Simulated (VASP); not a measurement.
# ScAl (Pm-3m) in VASP: notebook

Runs on ScAl. Level: r2SCAN. Tasks: single point.

Program: VASP 6.6.1. These are calculated values, not measurements. Logs are shortened: lines on timing, memory, paths and dates and some standing lists are left out, and cuts for length are marked.

### Step 1. The cell of the first run

Symmetry: Pm-3m, No. 221, cubic system. Conventional cell: a = 3.370 Å, b = 3.370 Å, c = 3.370 Å, α = 90.00°, β = 90.00°, γ = 90.00°. Within 3.8 Å of Sc (site symmetry m-3m) lie 8 Al at 2.92 Å and 6 Sc at 3.37 Å. Within 3.8 Å of Al (site symmetry m-3m) lie 8 Sc at 2.92 Å and 6 Al at 3.37 Å.

### Step 2. Single point, r2SCAN

The input, POSCAR:

```
ScAl
1.0
    3.3703489700      0.0000000000      0.0000000000
    0.0000000000      3.3703489700      0.0000000000
    0.0000000000      0.0000000000      3.3703489700
Sc Al
1 1
Direct
    0.5000000000      0.5000000000      0.5000000000
    0.0000000000      0.0000000000      0.0000000000
```

The input, INCAR.step1:

```
SYSTEM = ScAl
  PREC = Accurate
  ENCUT = 520
  ISMEAR = 0
  SIGMA = 0.1
  LREAL = .False.
  LASPH = .True.
  NELM = 80
  NBANDS = 14
  GGA = PE
  ALGO = Normal
  EDIFF = 1E-4
  LWAVE = .True.
  LCHARG = .False.
```

The input, INCAR.step2:

```
SYSTEM = ScAl
  PREC = Accurate
  ENCUT = 520
  EDIFF = 1E-7
  ISMEAR = 0
  SIGMA = 0.1
  LREAL = .False.
  LASPH = .True.
  NELM = 80
  ALGO = Normal
  ISIF = 2
  LWAVE = .False.
  LCHARG = .False.
  METAGGA = R2SCAN
  LMIXTAU = .True.
  NBANDS = 14
  ISTART = 1
```

The input, KPOINTS:

```
Automatic mesh
0
Gamma
  1 1 1
  0 0 0
```

Potentials or basis: VASP PAW PBE potentials, release 64 (Sc_sv, Al).

Started as:

```sh
cat potpaw_PBE.64/Sc_sv/POTCAR potpaw_PBE.64/Al/POTCAR > POTCAR
cp INCAR.step1 INCAR
mpirun -np 1 vasp_gam > vasp.out
cp INCAR.step2 INCAR
mpirun -np 1 vasp_gam > vasp.out
```

OUTCAR:

```text
SYSTEM = ScAl
   PREC = Accurate
   ENCUT = 520
   EDIFF = 1E-7
   ISMEAR = 0
   LREAL = .False.
   LASPH = .True.
   NELM = 80
   ISIF = 2
   METAGGA = R2SCAN
   ISTART = 1

 ion  position               nearest neighbor table
   1  0.500  0.500  0.500-   2 2.92   2 2.92   2 2.92   2 2.92   2 2.92   2 2.92   2 2.92   2 2.92

   2  0.000  0.000  0.000-   1 2.92   1 2.92   1 2.92   1 2.92   1 2.92   1 2.92   1 2.92   1 2.92

  LATTYP: Found a simple cubic cell.
 ALAT       =     3.3703489700

  Lattice vectors:

 A1 = (   3.3703489700,   0.0000000000,   0.0000000000)
 A2 = (   0.0000000000,   3.3703489700,   0.0000000000)
 A3 = (   0.0000000000,   0.0000000000,   3.3703489700)

Analysis of symmetry for initial positions (statically):
=====================================================================
 Subroutine PRICEL returns:
 Original cell was already a primitive cell.

 Routine SETGRP: Setting up the symmetry group for a
 simple cubic supercell.

 Subroutine GETGRP returns: Found 48 space group operations
 (whereof 48 operations were pure point group operations)
 out of a pool of 48 trial point group operations.

The static configuration has the point symmetry O_h .

Analysis of symmetry for dynamics (positions and initial velocities):
=====================================================================
 Subroutine PRICEL returns:
 Original cell was already a primitive cell.

 Routine SETGRP: Setting up the symmetry group for a
 simple cubic supercell.

 Subroutine GETGRP returns: Found 48 space group operations
 (whereof 48 operations were pure point group operations)
 out of a pool of 48 trial point group operations.

The dynamic configuration has the point symmetry O_h .

 Subroutine INISYM returns: Found 48 space group operations
 (whereof 48 operations are pure point group operations),
 and found     1 'primitive' translations

----------------------------------------------------------------------------------------

                                     Primitive cell

  volume of cell :      38.2846

  direct lattice vectors                    reciprocal lattice vectors
     3.370348970  0.000000000  0.000000000     0.296705181  0.000000000  0.000000000
     0.000000000  3.370348970  0.000000000     0.000000000  0.296705181  0.000000000
     0.000000000  0.000000000  3.370348970     0.000000000  0.000000000  0.296705181

  length of vectors
[... 57 lines left out ...]
   NELM   =     80;   NELMIN=  2; NELMDL=  0     # of ELM steps
   EDIFF  = 0.1E-06   stopping-criterion for ELM
   LREAL  =      F    real-space projection
   EDIFFG = 0.1E-05   stopping-criterion for IOM
   NSW    =      0    number of steps for IOM
   IBRION =     -1    ionic relax: 0-MD 1-quasi-New 2-CG
   NFREE  =      0    steps in history (QN), initial steepest desc. (CG)
   ISIF   =      2    stress and relaxation
   ISYM   =      2    0-nonsym 1-usesym 2-fastsym
   POTIM  = 0.5000    time-step for ionic-motion
   TEBEG  =    0.0;   TEEND  =   0.0 temperature during run
   PSTRESS=    0.0 pullay stress
   NELECT =      14.0000    total number of electrons
   NUPDOWN=      -1.0000    fix difference up-down
   EMIN   =  10.00;   EMAX   =-10.00  energy-range for DOS
   EFERMI =   0.00;   METHOD = LEGACY
   ISMEAR =     0;   SIGMA  =   0.10  broadening in eV -4-tet -1-fermi 0-gaus
   EFERMI_NEDOS =   21; number of points for ismear=-14 and -15
   IALGO  =     38    algorithm
   IMIX   =      4    mixing-type and parameters
     AMIX     =   0.40;   BMIX     =  1.00
     AMIX_MAG =   1.60;   BMIX_MAG =  1.00
  volume/ion in A,a.u.               =      19.14       129.18
  Fermi-wavevector in a.u.,A,eV,Ry     =   1.170692  2.212287 18.647052  1.370520
  Thomas-Fermi vector in A             =   2.307147
   LORBIT       =      0    0 simple, 1 ext, 2 COOP (PROOUT), +10 PAW based schemes
   METAGGA = R2SCAN    functional components
   LHFCALC =     F    Hartree Fock is set to
   AEXX    =    0.0000 exact exchange contribution
   IVDW    =     0    specifies the selected vdW correction
   LEPSILON=     F    determine dielectric tensor
   LRPA    =     F    only Hartree local field effects (RPA)
 non-spin polarized calculation
 Gauss-broadening in eV      SIGMA  =   0.10
  energy-cutoff  :      520.00
  volume of cell :       38.28
 maximum number of plane-waves:       511
 NGX is ok and might be reduce to    28
   NGX = 13   NGY = 13   NGZ = 13

 number of electron      14.0000003 magnetization

 Free energy of the ion-electron system (eV)
  ---------------------------------------------------
  ext. energy  EPLUGINS =         0.00000000
  ---------------------------------------------------
  free energy    TOTEN  =       -18.14857223 eV

  energy without entropy =      -18.14857223  energy(sigma->0) =      -18.14857223

 E-fermi :   6.8579     XC(G=0): -10.7576

 val. band max:        6.2693946164   @ k =   0.0000   0.0000   0.0000
 cond. band min:       9.6644602963   @ k =   0.0000   0.0000   0.0000
 fundamental gap:      3.3950656798
 Fermi energy:         6.8579248713

 k-point     1 :       0.0000    0.0000    0.0000
  band No.  band energies     occupation
      1     -42.2624      2.00000
      2     -20.0268      2.00000
      3     -20.0268      2.00000
      4     -20.0267      2.00000
      5      -3.1586      2.00000
      6       6.2693      2.00000
      7       6.2694      2.00000
      8       9.6645      0.00000
      9       9.6645      0.00000
     10       9.6645      0.00000
     11      11.6180      0.00000
     12      11.6181      0.00000
     13      11.6181      0.00000
     14      15.3596      0.00000

------------------------ aborting loop because EDIFF is reached ----------------------------------------

  FORCE on cell =-STRESS in cart. coord.  units (eV):
  Direction    XX          YY          ZZ          XY          YZ          ZX
  --------------------------------------------------------------------------------------
  -------------------------------------------------------------------------------------
  Total       -7.4634022     -7.4634022     -7.4634022     -0.0000000     -0.0000000      0.0000000
  in kB     -312.3365565   -312.3365565   -312.3365565     -0.0000000     -0.0000000      0.0000000
  external PRESSURE =    -312.3365565 kB  Pullay stress =       0.0000000 kB

 VOLUME and BASIS-vectors are now :
 -----------------------------------------------------------------------------
  energy-cutoff  :      520.00
  volume of cell :       38.28
      direct lattice vectors                 reciprocal lattice vectors
     3.370348970  0.000000000  0.000000000     0.296705181  0.000000000  0.000000000
     0.000000000  3.370348970  0.000000000     0.000000000  0.296705181  0.000000000
     0.000000000  0.000000000  3.370348970     0.000000000  0.000000000  0.296705181

 POSITION                                       TOTAL-FORCE (eV/Angst)
 -----------------------------------------------------------------------------------
      1.68517      1.68517      1.68517         0.000000      0.000000      0.000000
      0.00000      0.00000      0.00000         0.000000      0.000000      0.000000
 -----------------------------------------------------------------------------------
    total drift:                                0.000000      0.000000      0.000000

  FREE ENERGIE OF THE ION-ELECTRON SYSTEM (eV)
  ---------------------------------------------------
  free  energy   TOTEN  =       -18.1485722255 eV

  energy  without entropy=      -18.1485722255  energy(sigma->0) =      -18.14857223
```

OUTCAR.step1:

```text
SYSTEM = ScAl
   PREC = Accurate
   ENCUT = 520
   ISMEAR = 0
   LREAL = .False.
   LASPH = .True.
[... 214 lines left out ...]
      1.68517      1.68517      1.68517         0.000000      0.000000      0.000000
      0.00000      0.00000      0.00000         0.000000      0.000000      0.000000
 -----------------------------------------------------------------------------------
    total drift:                                0.000000      0.000000      0.000000

  FREE ENERGIE OF THE ION-ELECTRON SYSTEM (eV)
  ---------------------------------------------------
  free  energy   TOTEN  =        -9.4377979232 eV

  energy  without entropy=       -9.4377979232  energy(sigma->0) =       -9.43779792
```

It took 12 s on 1 thread of Intel Xeon 6975P-C (Granite Rapids), shared host; peak memory 0.15 GiB.

What came out:

| Property | Result |
| --- | --- |
| Free energy | -18.1486 eV |
| Pressure | -31.2 GPa |

Levels at points of the mesh, in eV from the Fermi level:
| k point | band 5 | band 6 | band 7 | band 8 | band 9 | band 10 |
| --- | --- | --- | --- | --- | --- | --- |
| (0.00, 0.00, 0.00) | -10.02 | -0.59 | -0.59 | 2.81 | 2.81 | 2.81 |

Caveat: the k points lie up to 1.86 Å⁻¹ apart; the PAW data sets were made with another functional, which shifts forces and pressure a little.

### Step 3. Single point, r2SCAN

POSCAR is that of step 2.

The input, INCAR.step1:

```
  PREC = Accurate
  ENCUT = 520
  ISMEAR = 0
  SIGMA = 0.1
  LREAL = F
  LASPH = T
  NELM = 80
  NBANDS = 14
  GGA = PE
  ALGO = Normal
  EDIFF = 1E-4
  LWAVE = T
  LCHARG = F
```

The input, INCAR.step2:

```
  PREC = Accurate
  ENCUT = 520
  EDIFF = 1E-6
  ISMEAR = 0
  SIGMA = 0.1
  LREAL = F
  LASPH = T
  NELM = 80
  ALGO = Normal
  ISIF = 2
  LWAVE = F
  LCHARG = T
  METAGGA = R2SCAN
  LMIXTAU = T
  LELF = T
  LVHAR = T
  NBANDS = 14
  ISTART = 1
```

The input, KPOINTS:

```
Automatic mesh
0
Gamma
  2 2 2
```

Potentials or basis: VASP PAW PBE potentials, release 64 (Sc_sv, Al).

Started as:

```sh
cat potpaw_PBE.64/Sc_sv/POTCAR potpaw_PBE.64/Al/POTCAR > POTCAR
cp INCAR.step1 INCAR
mpirun -np 1 vasp_std > vasp.out
cp INCAR.step2 INCAR
mpirun -np 1 vasp_std > vasp.out
```

Wall time 12 s (1 thread of Intel Xeon 6975P-C (Granite Rapids), shared host); peak memory 0.15 GiB.

Results (log left out):

| Quantity | Value |
| --- | --- |
| Free energy | -19.5835 eV |
| Pressure | -0.3 GPa |
| Band gap on the k mesh | zero (bands 7 and 8 overlap by 1.17 eV) |

Levels at points of the mesh, in eV from the Fermi level:
```csv
k point,band 4,band 5,band 6,band 7,band 8,band 9,band 10,band 11
"(0.00, 0.00, 0.00)",-28.73,-8.50,-0.22,-0.22,3.51,3.51,3.51,4.42
"(0.50, 0.00, 0.00)",-28.72,-5.56,-4.38,0.80,1.46,1.46,3.75,4.52
"(0.50, 0.50, 0.00)",-28.70,-4.41,-1.61,-1.61,-0.37,2.26,2.26,4.38
"(0.50, 0.50, 0.50)",-28.87,-2.18,-2.18,-2.18,0.20,3.44,3.44,3.44
```

Caveat: the k points lie up to 0.93 Å⁻¹ apart, too coarse for converged energies and pressures of a metal; the PAW data sets were made with another functional, which shifts forces and pressure a little.

### Step 4. Single point, r2SCAN

POSCAR is that of step 3.

The input, INCAR.step1:

```
SYSTEM = ScAl
ALGO = Normal
EDIFF = 1E-4
ENCUT = 520
GGA = PE
ISMEAR = 0
LASPH = .True.
LCHARG = .False.
LREAL = .False.
LWAVE = .True.
NBANDS = 14
NELM = 60
PREC = Accurate
SIGMA = 0.1
```

The input, INCAR.step2:

```
SYSTEM = ScAl
ALGO = Normal
EDIFF = 1E-6
ENCUT = 520
ISIF = 2
ISMEAR = 0
ISTART = 1
LASPH = .True.
LCHARG = .False.
LMIXTAU = .True.
LREAL = .False.
LWAVE = .False.
METAGGA = R2SCAN
NBANDS = 14
NELM = 60
PREC = Accurate
SIGMA = 0.1
```

The input, KPOINTS:

```
k-points
0
Gamma
  4 4 4
  0 0 0
```

Started as:

```sh
cat potpaw_PBE.64/Sc_sv/POTCAR potpaw_PBE.64/Al/POTCAR > POTCAR
cp INCAR.step1 INCAR
mpirun -np 1 vasp_std > vasp.out
cp INCAR.step2 INCAR
mpirun -np 1 vasp_std > vasp.out
```

Wall time 18 s (1 thread of Intel Xeon 6975P-C (Granite Rapids), shared host); peak memory 0.15 GiB.

It converged, with:

| Item | Value |
| --- | --- |
| Free energy | -19.0971 eV |
| Pressure | 0.5 GPa |
| Band gap on the k mesh | zero (bands 7 and 8 overlap by 1.19 eV) |

Levels at points of the mesh, in eV from the Fermi level:
```
           k point  band 5  band 6  band 7  band 8  band 9  band 10
(0.00, 0.00, 0.00)   -8.82   -0.53   -0.53    3.07    3.07     3.07
(0.50, 0.00, 0.00)   -5.87   -4.71    0.50    1.04    1.04     3.30
(0.50, 0.50, 0.00)   -4.75   -1.94   -1.94   -0.69    1.83     1.83
(0.50, 0.50, 0.50)   -2.56   -2.56   -2.56   -0.06    3.11     3.11
```

Caveat: the k points lie up to 0.47 Å⁻¹ apart, too coarse for converged energies and pressures of a metal; the PAW data sets were made with another functional, which shifts forces and pressure a little.

### Step 5. Summary

| k mesh | gap on the mesh (eV) | pressure (GPa) |
| --- | --- | --- |
| 1 × 1 × 1 | - | -31.2 |
| 2 × 2 × 2 | none | -0.3 |
| 4 × 4 × 4 | none | 0.5 |

Alike in all rows: task single point; level r2SCAN; potentials or basis VASP PAW PBE potentials, release 64 (Sc_sv, Al); no spin polarisation; cell as given; cutoff (eV) 520; smearing gaussian 0.1 eV.

Caveats: all runs use coarse meshes; the PAW data sets were made with another functional, which shifts forces and pressure a little.

Total energies depend on the potentials used, so only differences within one code and one set of settings carry meaning.
